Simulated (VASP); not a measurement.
A run of VASP 6.6.1 is set up as follows.

The input INCAR:

```
  PREC = Accurate
  ENCUT = 520
  EDIFF = 1E-6
  ISMEAR = 0
  SIGMA = 0.1
  LREAL = F
  LASPH = T
  NELM = 100
  ALGO = Normal
  ISIF = 2
  LWAVE = F
  LCHARG = F
  GGA = PE
  NBANDS = 30
```

Contents of KPOINTS:

```
regular mesh
0
Gamma
  10 10 10
```

Contents of POSCAR:

```
Ga3Se
1.0
    4.3093311223      0.0000000000      0.0000000000
    0.0000000000      4.3093311223      0.0000000000
    0.0000000000      0.0000000000      4.3093311223
Ga Se
3 1
Direct
    0.0000000000      0.5000000000      0.5000000000
    0.5000000000      0.0000000000      0.5000000000
    0.5000000000      0.5000000000      0.0000000000
    0.0000000000      0.0000000000      0.0000000000
```

Potentials or basis: VASP PAW PBE potentials, release 64 (Ga_d, Se).

Command:

```sh
$ cat potpaw_PBE.64/Ga_d/POTCAR potpaw_PBE.64/Se/POTCAR > POTCAR
$ mpirun -np 1 vasp_std > vasp.out
```

(1) Predict the pressure.

## Answers

(1) 3.3 GPa.

Caveat: the cell differs from its parent crystal (strained).
